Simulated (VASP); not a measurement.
Wanted: the native input for a VASP 6.6.1 run.

```yaml
Task: single point
Functional: PBEsol
Potentials_or_basis: VASP PAW PBE potentials, release 64 (Hf_pv, C)
Cutoff: 600 eV
k_mesh: 10 × 10 × 6
Occupations: fermi-dirac, width 0.1 eV
Spin: no spin polarisation
Dipole_correction: no
Further_INCAR_settings: ALGO = Normal; EDIFF = 1e-06; NBANDS = 22
```

The structure of HfC lies in POSCAR:

```
HfC
1.0
    3.3428660000      0.0000000000      0.0000000000
   -1.6714330000      2.8950068774      0.0000000000
    0.0000000000      0.0000000000      5.2027140000
Hf C
2 2
Direct
    0.6666666667      0.3333333333      0.7500000000
    0.3333333333      0.6666666667      0.2500000000
    0.0000000000      0.0000000000      0.0000000000
    0.0000000000      0.0000000000      0.5000000000
```

The input as run:

INCAR

```
  PREC = Accurate
  ENCUT = 600
  EDIFF = 1E-6
  ISMEAR = -1
  SIGMA = 0.1
  LREAL = False
  LASPH = True
  NELM = 120
  ALGO = Normal
  ISIF = 2
  LWAVE = False
  LCHARG = False
  GGA = PS
  NBANDS = 22
  GGA_COMPAT = False
```

KPOINTS

```
regular mesh
0
Gamma
  10 10 6
```

Potentials or basis: VASP PAW PBE potentials, release 64 (Hf_pv, C).

Launch:

```bash
$ cat potpaw_PBE.64/Hf_pv/POTCAR potpaw_PBE.64/C/POTCAR > POTCAR
$ mpirun -np 1 vasp_std > vasp.out
```

It gave:

```json
{"Pressure": "-8.0 GPa", "Band gap on the k mesh": "zero (band 14 reaches 7.25 eV, above the bottom of band 15 at 6.24 eV)"}
```

Caveat: the PAW data sets were made with another functional, which shifts forces and pressure a little; spin-orbit coupling is left out, which moves the levels of the heavy elements.

Run time: 28 s on 1 thread of Intel(R) Xeon(R) 6975P-C (Granite Rapids) (shared host), peak memory 0.21 GiB.
